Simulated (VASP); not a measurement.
# Si2Mo (I4/mmm) in VASP: single point with PBE

Aim: the single point of Si2Mo with PBE.

Program: VASP 6.6.1. These are calculated values, not measurements. Logs are shortened: lines on timing, memory, paths and dates and some standing lists are left out, and cuts for length are marked.

## 1. The cell of the first run

The structure is tetragonal, space group I4/mmm (No. 139). The conventional cell has a = 3.217 Å, b = 3.217 Å, c = 7.872 Å, α = 90.00°, β = 90.00°, γ = 90.00°. Si (site symmetry 4mm) has 9 Si at 2.59 to 3.22 Å and 5 Mo at 2.62 to 2.64 Å within 3.4 Å. Mo (site symmetry 4/mmm) has 10 Si at 2.62 to 2.64 Å and 4 Mo at 3.22 Å within 3.5 Å.

## 2. Single point, PBE

Input file INCAR:

```
SYSTEM = Si2Mo
  PREC = Accurate
  ENCUT = 520
  EDIFF = 1E-6
  ISMEAR = 0
  SIGMA = 0.1
  LREAL = .False.
  LASPH = .True.
  NELM = 80
  ALGO = Normal
  ISIF = 2
  LWAVE = .False.
  LCHARG = .False.
  GGA = PE
  NBANDS = 18
```

Input file KPOINTS:

```
Automatic mesh
0
Gamma
  20 20 20
  0 0 0
```

Input file POSCAR:

```
Si2Mo
1.0
   -1.6085980411      1.6085980411      3.9358951794
    1.6085980411     -1.6085980411      3.9358951794
    1.6085980411      1.6085980411     -3.9358951794
Si Mo
2 1
Direct
    0.6647805035      0.6647805035      0.0000000000
    0.3352194965      0.3352194965      0.0000000000
    0.0000000000      0.0000000000      0.0000000000
```

Potentials or basis: VASP PAW PBE potentials, release 64 (Si, Mo_sv).

On the command line:

```console
cat potpaw_PBE.64/Si/POTCAR potpaw_PBE.64/Mo_sv/POTCAR > POTCAR
mpirun -np 1 vasp_std > vasp.out
```

OUTCAR:

```text
SYSTEM = Si2Mo
   PREC = Accurate
   ENCUT = 520
   EDIFF = 1E-6
   ISMEAR = 0
   LREAL = .False.
   LASPH = .True.
   NELM = 80
   ISIF = 2
   GGA = PE

 ion  position               nearest neighbor table
   1  0.665  0.665  0.000-   2 2.59   3 2.62   3 2.62   3 2.62   3 2.62   3 2.64   2 2.64   2 2.64
                             2 2.64   2 2.64
   2  0.335  0.335  0.000-   1 2.59   3 2.62   3 2.62   3 2.62   3 2.62   3 2.64   1 2.64   1 2.64
                             1 2.64   1 2.64
   3  0.000  0.000  0.000-   1 2.62   1 2.62   1 2.62   2 2.62   1 2.62   2 2.62   2 2.62   2 2.62
                             1 2.64   2 2.64

  LATTYP: Found a body centered tetragonal cell.
 ALAT       =     3.2171960822
 C/A-ratio  =     2.4467860080

  Lattice vectors:

 A1 = (  -1.6085980411,   1.6085980411,   3.9358951794)
 A2 = (   1.6085980411,  -1.6085980411,   3.9358951794)
 A3 = (   1.6085980411,   1.6085980411,  -3.9358951794)

Analysis of symmetry for initial positions (statically):
=====================================================================
 Subroutine PRICEL returns:
 Original cell was already a primitive cell.

 Routine SETGRP: Setting up the symmetry group for a
 body centered tetragonal supercell.

 Subroutine GETGRP returns: Found 16 space group operations
 (whereof 16 operations were pure point group operations)
 out of a pool of 16 trial point group operations.

The static configuration has the point symmetry D_4h.

Analysis of symmetry for dynamics (positions and initial velocities):
=====================================================================
 Subroutine PRICEL returns:
 Original cell was already a primitive cell.

 Routine SETGRP: Setting up the symmetry group for a
 body centered tetragonal supercell.

 Subroutine GETGRP returns: Found 16 space group operations
 (whereof 16 operations were pure point group operations)
 out of a pool of 16 trial point group operations.

The dynamic configuration has the point symmetry D_4h.

 Subroutine INISYM returns: Found 16 space group operations
 (whereof 16 operations are pure point group operations),
 and found     1 'primitive' translations

----------------------------------------------------------------------------------------

                                     Primitive cell

  volume of cell :      40.7379

  direct lattice vectors                    reciprocal lattice vectors
    -1.608598041  1.608598041  3.935895179     0.000000000  0.310829671  0.127035903
     1.608598041 -1.608598041  3.935895179     0.310829671  0.000000000  0.127035903
     1.608598041  1.608598041 -3.935895179     0.310829671  0.310829671  0.000000000

  length of vectors
     4.546036315  4.546036315  4.546036315     0.335787440  0.335787440  0.439579536

  position of ions in fractional coordinates (direct lattice)
     0.664780503  0.664780503  0.000000000
     0.335219497  0.335219497  0.000000000
     0.000000000  0.000000000  0.000000000

  ion indices of the primitive-cell ions
   primitive index   ion index
                 1           1
                 2           2
                 3           3

----------------------------------------------------------------------------------------

 KPOINTS: Automatic mesh

Automatic generation of k-mesh.
 Grid dimensions read from file:
 generate k-points for:   20   20   20

 Generating k-lattice:

  Cartesian coordinates                     Fractional coordinates (reciprocal lattice)
     0.000000000  0.015541484  0.006351795     0.050000000  0.000000000  0.000000000
     0.015541484  0.000000000  0.006351795     0.000000000  0.050000000  0.000000000
     0.015541484  0.015541484  0.000000000     0.000000000  0.000000000  0.050000000

  Length of vectors
     0.016789372  0.016789372  0.021978977

  Shift w.r.t. Gamma in fractional coordinates (k-lattice)
     0.000000000  0.000000000  0.000000000

 Subroutine IBZKPT returns following result:
 ===========================================

 Found    641 irreducible k-points:

 Following reciprocal coordinates:
            Coordinates               Weight
  0.000000  0.000000  0.000000      1.000000
  0.050000  0.000000  0.000000      8.000000
  0.100000  0.000000  0.000000      8.000000
  0.150000  0.000000  0.000000      8.000000
  0.200000  0.000000  0.000000      8.000000
  0.250000 -0.000000  0.000000      8.000000
[... 16 lines left out ...]
 -0.400000  0.050000  0.000000     16.000000
 -0.350000  0.050000  0.000000     16.000000
 [... further k-points ...]
   k-points           NKPTS =    641   k-points in BZ     NKDIM =    641   number of bands    NBANDS=     18
   number of dos      NEDOS =    301   number of ions     NIONS =      3
   total plane-waves  NPLWV =  46656
   dimension x,y,z NGX =    36 NGY =   36 NGZ =   36
   dimension x,y,z NGXF=    72 NGYF=   72 NGZF=   72
   ions per type =               2   1
   NGX,Y,Z   is equivalent  to a cutoff of  13.16, 13.16, 13.16 a.u.
   NGXF,Y,Z  is equivalent  to a cutoff of  26.33, 26.33, 26.33 a.u.
 SYSTEM =  Si2Mo
   PREC   = accura    normal or accurate (medium, high low for compatibility)
   ISTART =      0    job   : 0-new  1-cont  2-samecut
   ICHARG =      2    charge: 1-file 2-atom 10-const
   ISPIN  =      1    spin polarized calculation?
   LNONCOLLINEAR =      F non collinear calculations
   LSORBIT =      F    spin-orbit coupling
   LASPH  =      T    aspherical Exc in radial PAW
   ENCUT  =  520.0 eV  38.22 Ry    6.18 a.u.   8.45  8.45  8.45*2*pi/ulx,y,z
   NELM   =     80;   NELMIN=  2; NELMDL= -5     # of ELM steps
   EDIFF  = 0.1E-05   stopping-criterion for ELM
   LREAL  =      F    real-space projection
   EDIFFG = 0.1E-04   stopping-criterion for IOM
   NSW    =      0    number of steps for IOM
   IBRION =     -1    ionic relax: 0-MD 1-quasi-New 2-CG
   NFREE  =      0    steps in history (QN), initial steepest desc. (CG)
   ISIF   =      2    stress and relaxation
   ISYM   =      2    0-nonsym 1-usesym 2-fastsym
   POTIM  = 0.5000    time-step for ionic-motion
   TEBEG  =    0.0;   TEEND  =   0.0 temperature during run
   PSTRESS=    0.0 pullay stress
   NELECT =      22.0000    total number of electrons
   NUPDOWN=      -1.0000    fix difference up-down
   EMIN   =  10.00;   EMAX   =-10.00  energy-range for DOS
   EFERMI =   0.00;   METHOD = LEGACY
   ISMEAR =     0;   SIGMA  =   0.10  broadening in eV -4-tet -1-fermi 0-gaus
   EFERMI_NEDOS =   21; number of points for ismear=-14 and -15
   IALGO  =     38    algorithm
   IMIX   =      4    mixing-type and parameters
     AMIX     =   0.40;   BMIX     =  1.00
     AMIX_MAG =   1.60;   BMIX_MAG =  1.00
  volume/ion in A,a.u.               =      13.58        91.64
  Fermi-wavevector in a.u.,A,eV,Ry     =   1.333162  2.519311 24.181912  1.777320
  Thomas-Fermi vector in A             =   2.462041
   LORBIT       =      0    0 simple, 1 ext, 2 COOP (PROOUT), +10 PAW based schemes
   GGA     = PE    functional components
   LHFCALC =     F    Hartree Fock is set to
   AEXX    =    0.0000 exact exchange contribution
   IVDW    =     0    specifies the selected vdW correction
   LEPSILON=     F    determine dielectric tensor
   LRPA    =     F    only Hartree local field effects (RPA)
 non-spin polarized calculation
 Gauss-broadening in eV      SIGMA  =   0.10
  energy-cutoff  :      520.00
  volume of cell :       40.74
 maximum number of plane-waves:      1134
 NGX is ok and might be reduce to    36
   NGX = 17   NGY = 17   NGZ = 17

 number of electron      22.0000000 magnetization

 Free energy of the ion-electron system (eV)
  ---------------------------------------------------
  ext. energy  EPLUGINS =         0.00000000
  ---------------------------------------------------
  free energy    TOTEN  =       -23.26225791 eV

  energy without entropy =      -23.26117932  energy(sigma->0) =      -23.26171861

 E-fermi :  12.0665     XC(G=0): -12.3687

 val. band max:       12.0414572024   @ k =  -0.4500  -0.4500   0.3000
 cond. band min:      12.0759509480   @ k =  -0.4500   0.4500   0.3500
 fundamental gap:      0.0344937456
 Fermi energy:        12.0665280596

 k-point     1 :       0.0000    0.0000    0.0000
  band No.  band energies     occupation
      1     -48.6643      2.00000
      2     -22.8050      2.00000
      3     -22.7393      2.00000
      4     -22.7393      2.00000
      5      -1.2484      2.00000
      6       5.7612      2.00000
[... 10 lines left out ...]
     17      17.1246      0.00000
     18      17.1246      0.00000

 k-point     2 :       0.0500    0.0000    0.0000
  band No.  band energies     occupation
      1     -48.6639      2.00000
      2     -22.8045      2.00000
      3     -22.7453      2.00000
      4     -22.7387      2.00000
      5      -1.2033      2.00000
      6       5.7631      2.00000
[... 10 lines left out ...]
     17      17.1519      0.00000
     18      17.4320      0.00000

 k-point     3 :       0.1000    0.0000    0.0000
  band No.  band energies     occupation
      1     -48.6627      2.00000
      2     -22.8032      2.00000
      3     -22.7628      2.00000
      4     -22.7371      2.00000
      5      -1.0689      2.00000
      6       5.7617      2.00000
[... 10 lines left out ...]
     17      17.2830      0.00000
     18      18.1241      0.00000

 k-point     4 :       0.1500    0.0000    0.0000
  band No.  band energies     occupation
      1     -48.6608      2.00000
      2     -22.8013      2.00000
      3     -22.7899      2.00000
      4     -22.7346      2.00000
      5      -0.8477      2.00000
      6       5.7324      2.00000
[... 375 lines left out ...]
      4     -22.7226      2.00000
      5       1.9265      2.00000
      6       3.3307      2.00000
[... 10 lines left out ...]
     17      18.8941      0.00000
     18      19.8460      0.00000

 k-point    23 :      -0.4000    0.0500    0.0000
  band No.  band energies     occupation
      1     -48.6483      2.00000
      2     -22.9577      2.00000
      3     -22.7870      2.00000
      4     -22.7242      2.00000
      5       1.3254      2.00000
      6       3.9556      2.00000
[... 10 lines left out ...]
     17      18.9736      0.00000
     18      20.5875      0.00000

 k-point    24 :      -0.3500    0.0500    0.0000
  band No.  band energies     occupation
      1     -48.6502      2.00000
      2     -22.9314      2.00000
      3     -22.7889      2.00000
      4     -22.7268      2.00000
      5       0.7660      2.00000
      6       4.5586      2.00000
[... 10 lines left out ...]
     17      19.0676      0.00000
     18      20.7236      0.00000

 [... further k-points ...]

------------------------ aborting loop because EDIFF is reached ----------------------------------------

  FORCE on cell =-STRESS in cart. coord.  units (eV):
  Direction    XX          YY          ZZ          XY          YZ          ZX
  --------------------------------------------------------------------------------------
  -------------------------------------------------------------------------------------
  Total        0.0401228      0.0401228      0.0566381      0.0000000     -0.0000000     -0.0000000
  in kB        1.5779882      1.5779882      2.2275167      0.0000000     -0.0000000     -0.0000000
  external PRESSURE =       1.7944977 kB  Pullay stress =       0.0000000 kB

 VOLUME and BASIS-vectors are now :
 -----------------------------------------------------------------------------
  energy-cutoff  :      520.00
  volume of cell :       40.74
      direct lattice vectors                 reciprocal lattice vectors
    -1.608598041  1.608598041  3.935895179     0.000000000  0.310829671  0.127035903
     1.608598041 -1.608598041  3.935895179     0.310829671  0.000000000  0.127035903
     1.608598041  1.608598041 -3.935895179     0.310829671  0.310829671  0.000000000

 POSITION                                       TOTAL-FORCE (eV/Angst)
 -----------------------------------------------------------------------------------
      0.00000      0.00000      5.23301         0.000000      0.000000      0.019211
      0.00000      0.00000      2.63878        -0.000000     -0.000000     -0.019211
      0.00000      0.00000      0.00000         0.000000      0.000000      0.000000
 -----------------------------------------------------------------------------------
    total drift:                                0.000000      0.000000     -0.000000

  FREE ENERGIE OF THE ION-ELECTRON SYSTEM (eV)
  ---------------------------------------------------
  free  energy   TOTEN  =       -23.2622579080 eV

  energy  without entropy=      -23.2611793184  energy(sigma->0) =      -23.26171861
```

It took 6.9 min on 1 thread of Intel Xeon Platinum 8488C (Sapphire Rapids), shared host; peak memory 0.55 GiB.

What came out:

```yaml
Free_energy: -23.2623 eV
Pressure: 0.2 GPa
Largest_force: 0.019 eV/Å
Band_gap_on_the_k_mesh: zero (bands 11 and 12 overlap by 0.94 eV)
```

Forces in eV/Å, atoms in the order of the input:
```
Si   0.000  0.000  0.019
Si   0.000  0.000 -0.019
Mo   0.000  0.000  0.000
```

Levels at points of the mesh, in eV from the Fermi level:
```tsv
k point	band 7	band 8	band 9	band 10	band 11	band 12	band 13	band 14	band 15	band 16
(0.00, 0.00, 0.00)	-3.41	-2.99	-2.58	-2.58	0.36	3.08	3.25	3.47	3.47	4.04
(0.50, 0.00, 0.00)	-4.89	-4.45	-2.55	-2.52	-0.49	2.22	3.08	3.97	4.17	5.48
(0.50, 0.50, 0.00)	-5.58	-5.20	-4.38	-2.99	-1.21	2.26	2.68	3.11	3.32	4.76
(0.50, 0.50, 0.50)	-3.45	-2.14	-0.56	-0.56	-0.48	-0.48	0.49	4.70	4.99	6.04
```

The gap in the log of VASP goes by the Fermi energy; the results here count the filled bands.